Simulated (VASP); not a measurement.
A run of VASP 6.6.1:

File INCAR:

```
PREC = Accurate
ENCUT = 600
EDIFF = 1E-6
ISMEAR = 0
SIGMA = 0.1
LREAL = F
LASPH = T
NELM = 100
ALGO = Normal
ISIF = 3
LWAVE = F
LCHARG = F
GGA = PE
IBRION = 2
NSW = 100
EDIFFG = -0.01
```

Contents of KPOINTS:

```
regular mesh
0
Gamma
  18 18 8
```

POSCAR

```
Si2Ge
1.0
    2.9724979751      0.0000000000      0.0000000000
   -1.4862489876      2.5742587592      0.0000000000
    0.0000000000      0.0000000000      6.6878095896
Si Ge
2 1
Direct
    0.6666666667      0.3333333333      0.8649236964
    0.3333333333      0.6666666667      0.1350763036
    0.0000000000      0.0000000000      0.5000000000
```

Potentials or basis: VASP PAW PBE potentials, release 64 (Si, Ge_d).

Run with:

```bash
$ cat potpaw_PBE.64/Si/POTCAR potpaw_PBE.64/Ge_d/POTCAR > POTCAR
$ mpirun -np 1 vasp_std > vasp.out
```

Hardware: 1 thread of Intel Xeon 8259CL, on a shared host.

Question: Estimate the wall time of this run.

Answer: Wall time 39 min on 1 thread of Intel Xeon 8259CL, with other jobs on the host, peak memory 0.39 GiB. Counts: scf iterations 91, k points 266, ion steps 14.
